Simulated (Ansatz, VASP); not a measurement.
BAs: VASP beside Ansatz

Contents of INCAR:

```
SYSTEM = BAs
ALGO = Normal
EDIFF = 1E-6
ENCUT = 520
GGA = PE
ISIF = 2
ISMEAR = 0
LASPH = .True.
LCHARG = .False.
LREAL = .False.
LWAVE = .False.
NBANDS = 11
NELM = 100
PREC = Accurate
SIGMA = 0.05
```

KPOINTS

```
k-points
0
Gamma
  12 12 12
  0 0 0
```

Contents of POSCAR:

```
BAs
1.0
    0.0000000000      2.3885000000      2.3885000000
    2.3885000000      0.0000000000      2.3885000000
    2.3885000000      2.3885000000      0.0000000000
B As
1 1
Direct
    0.0000000000      0.0000000000      0.0000000000
    0.2500000000      0.2500000000      0.2500000000
```

Input for Ansatz:

```yaml
crystal:
  lattice:
    - [0.0, 2.3885, 2.3885]
    - [2.3885, 0.0, 2.3885]
    - [2.3885, 2.3885, 0.0]
  atoms:
    - { symbol: B, position: [0.0, 0.0, 0.0] }
    - { symbol: As, position: [0.25, 0.25, 0.25] }
basis:
  ecutwfc: 420
  fft_grid_basis: typed
kpoints:
  mp_grid: { grid: [12, 12, 12] }
hamiltonian:
  xc: pbe
scf:
  occupations: { method: gaussian, width: 0.05 }
  n_extra_bands: 6
output:
  forces: true
  stress: false
  eigenvalues: true
  bader: false
  write_density: false
  volumetric_format: npy
  band_densities:
    - { e_range: [-1.2, -0.59] }
    - { e_range: [0.59, 1.2] }
    - { e_range: [-9.39, -6.45] }
    - { e_range: [-6.45, -3.52] }
    - { e_range: [-9.4, -0.57] }
    - { e_range: [-16.03, -11.63] }
  dos:
    e_range: [-30, 8]
    de: 0.02
    method: { smearing: { sigma: 0.03, scheme: gaussian } }
    projected: { site_lists: { As: [As], B: [B] } }
checkpoint:
  read: start.run
  write: ck
  compress: false
  write_wavefunctions: false
  write_every: 100000
```

Alike in both runs: task single point; functional PBE; k mesh 12 × 12 × 12; occupations gaussian, width 0.05 eV; no spin polarisation.

|  | VASP | Ansatz |
| --- | --- | --- |
| version | VASP 6.6.1 | Ansatz 0.2.0 |
| potentials or method | VASP PAW PBE potentials, release 64 (B, As), cutoff 520 eV | scalar-relativistic, plane waves, PAW |
| valence electrons in the cell | 8 | 18 |

Ansatz gave:

| Item | Value |
| --- | --- |
| gap on the k mesh at the Fermi level (eV) | 1.19 |

Question: What did VASP give for the same quantities?

Answer: gap on the k mesh at the Fermi level (eV): 1.18.

VASP's potentials hold 8 valence electrons a cell and Ansatz's 18, so a difference there can come from the potentials and not from the codes.
